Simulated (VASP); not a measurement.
The system is Zr.

```xyz
4
Lattice="4.0600 0.0000 0.0000 -2.0300 3.5160 0.0000 0.0000 0.0000 6.6990" Properties=species:S:1:pos:R:3 pbc="T T T"
Zr    0.0000    2.3440    2.9308
Zr    2.0300    1.1720    6.2803
Zr    2.0300    1.1720    3.7682
Zr    0.0000    2.3440    0.4187
```

```yaml
Program: VASP 6.6.1
Task: relaxation of cell and atoms
Functional: PBE
Potentials_or_basis: VASP PAW PBE potentials, release 64 (Zr_sv)
Cutoff: 600 eV
k_mesh: 6 × 6 × 4
Occupations: gaussian, width 0.1 eV
Spin: no spin polarisation
```

At the start: pressure 14.2 GPa; volume 23.91 Å³/atom.

**Question.** Where does the relaxation end?

**Answer.** Over 31 steps the energy falls by 1133.2 meV/atom and the volume is 31.60 Å³/atom (+32.2 %); space group P6_3/mmc (No. 194, to 0.1 Å) before, P6/mmm (No. 191, to 0.1 Å).

Step by step:
```tsv
step	energy change (eV)	largest force (eV/Å)	pressure (GPa)	volume (Å³)
1	0.0000	0.1522	14.17	95.63
2	-1.0919	0.3300	-0.42	127.96
3	-1.0931	0.3275	-0.07	126.42
4	-1.0930	0.3286	-0.23	127.10
5	-1.1581	0.6866	-0.35	127.32
6	-1.5475	1.5066	-0.92	127.75
7	-2.6782	2.0990	-1.89	127.40
8	-3.8271	1.4104	6.68	121.45
9	-3.8170	2.5924	0.56	124.88
10	-4.0244	2.2626	2.86	123.35
11	-4.0067	2.0437	4.29	122.60
12	-4.0116	2.0012	4.34	122.67
13	-4.0216	1.8661	4.50	122.87
14	-4.0172	1.5594	4.84	123.27
15	-4.0237	1.7555	4.63	123.03
16	-4.0360	1.7308	4.54	123.13
17	-4.0718	1.6565	4.30	123.44
18	-4.1384	1.5078	3.81	124.05
19	-4.2522	1.2123	2.89	125.28
20	-4.4079	0.6505	1.27	127.75
21	-4.4796	0.3158	-1.40	132.75
22	-4.4884	0.1218	-0.84	131.59
23	-4.4885	0.0913	-0.75	131.42
24	-4.4940	0.0732	-0.70	131.08
25	-4.5083	0.0208	-0.57	130.09
26	-4.5267	0.0739	-0.30	128.10
27	-4.5160	0.2364	0.57	124.12
28	-4.5311	0.1321	-0.06	126.78
29	-4.5311	0.1371	-0.03	126.66
30	-4.5323	0.0867	-0.03	126.57
31	-4.5330	0.0069	-0.01	126.41
```

Final structure:
```xyz
4
Lattice="5.1529 0.0000 0.0000 -2.5765 4.4626 0.0000 0.0000 0.0000 5.4974" Properties=species:S:1:pos:R:3 pbc="T T T"
Zr    0.0000    2.9750    2.7484
Zr    2.5765    1.4875    5.4971
Zr    2.5765    1.4875    2.7490
Zr    0.0000    2.9750    0.0003
```

Caveat: the volume moved by over 15 % at a fixed basis, so the end points are rough.
